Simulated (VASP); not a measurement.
Hf8SeO15 (a cell with a defect):

```
Hf Se O
1.0
     0.00000    5.11500    5.11500
     5.11500    0.00000    5.11500
     5.11500    5.11500    0.00000
Hf Se O
8 1 15
Direct
  0.98991 0.98991 0.98991
  0.98991 0.98991 0.53027
  0.98991 0.53027 0.98991
  0.99079 0.50307 0.50307
  0.53027 0.98991 0.98991
  0.50307 0.99079 0.50307
  0.50307 0.50307 0.99079
  0.50307 0.50307 0.50307
  0.12500 0.12500 0.12500
  0.11854 0.11854 0.63146
  0.11854 0.63146 0.11854
  0.11854 0.63146 0.63146
  0.63146 0.11854 0.11854
  0.63146 0.11854 0.63146
  0.63146 0.63146 0.11854
  0.62500 0.62500 0.62500
  0.37500 0.37500 0.37500
  0.38632 0.38632 0.86368
  0.38632 0.86368 0.38632
  0.38632 0.86368 0.86368
  0.86368 0.38632 0.38632
  0.86368 0.38632 0.86368
  0.86368 0.86368 0.38632
  0.87500 0.87500 0.87500
```

Base run:

| Quantity | Value |
| --- | --- |
| Program | VASP 6.6.1 |
| Functional | PBE |
| Potentials or basis | VASP PAW PBE potentials, release 64 (Hf_pv, Se, O) |
| Cutoff | 520 eV |
| k mesh | 3 × 3 × 3 |
| Occupations | fermi-dirac, width 0.01 eV |
| Spin | no spin polarisation |

Its results: band gap on the k mesh 2.90 eV; pressure 13.5 GPa; largest force 0.160 eV/Å.

Question: The run is repeated on the same cell with these changes: functional from PBE to r2SCAN; further incar settings from LREAL = Auto; ALGO = Normal; EDIFF = 1e-06; NBANDS = 106 to LREAL = Auto; ALGO = Normal; EDIFF = 1e-08; NBANDS = 106. What comes out?

Answer: Band gap on the k mesh 3.34 eV; pressure 8.0 GPa; largest force 0.227 eV/Å.

Caveats: spin-orbit coupling is left out, which moves the levels of the heavy elements; the PAW data sets were made with another functional, which shifts forces and pressure a little (some runs).

A k mesh can miss the band edges.
